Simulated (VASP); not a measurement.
Crystal: Na.

```
Na
1.0
    -2.11250    2.11250    2.11250
     2.11250   -2.11250    2.11250
     2.11250    2.11250   -2.11250
Na
1
Direct
  0.00000 0.00000 0.00000
```

Base run:

```yaml
Program: VASP 6.6.1
Functional: r2SCAN
Potentials_or_basis: VASP PAW PBE potentials, release 64 (Na_pv)
Cutoff: 520 eV
k_mesh: 11 × 11 × 11
Occupations: fermi-dirac, width 0.6 eV
Spin: no spin polarisation
```

Its results: pressure 0.6 GPa.

Problem. The run is repeated on the same cell with these changes: occupations from fermi-dirac, width 0.6 eV to gaussian, width 0.01 eV. What comes out?

Solution. Pressure 0.1 GPa.

Caveats: the PAW data sets were made with another functional, which shifts forces and pressure a little.
